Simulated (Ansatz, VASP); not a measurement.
**WS2 in VASP and in Ansatz**

```
CELL_PARAMETERS angstrom
3.20460 0.00000 0.00000
-1.60230 2.77526 0.00000
0.00000 0.00000 17.06284
ATOMIC_POSITIONS crystal
W 0.00000 0.00000 0.00000
S 0.33333 0.66667 0.09200
S 0.33333 0.66667 0.90800
```

Change from the starting cell: volume scaled by 1.02.

Alike in both runs: task single point; functional PBEsol; k mesh 10 × 10 × 2; occupations fermi-dirac, width 0.05 eV; no spin polarisation.

|  | VASP | Ansatz |
| --- | --- | --- |
| version | VASP 6.6.1 | Ansatz 0.2.0 |
| potentials or method | VASP PAW PBE potentials, release 64 (W_sv, S), cutoff 520 eV | all-electron LAPW, scalar-relativistic |

```tsv
	VASP	Ansatz	Ansatz less VASP
gap on the k mesh at the Fermi level (eV)	1.94	1.93	-0.008
least direct gap on the mesh (eV)	2.09	2.09	-0.003
rms of the force components (eV/Å)	0.211	0.219	+0.0081
```

VASP's potentials were made for PBE, not for PBEsol. Atom by atom the forces differ by 0.008 eV/Å (rms over components). Ansatz ran all-electron here, and VASP with PAW potentials.

Neither program's run includes spin-orbit coupling.
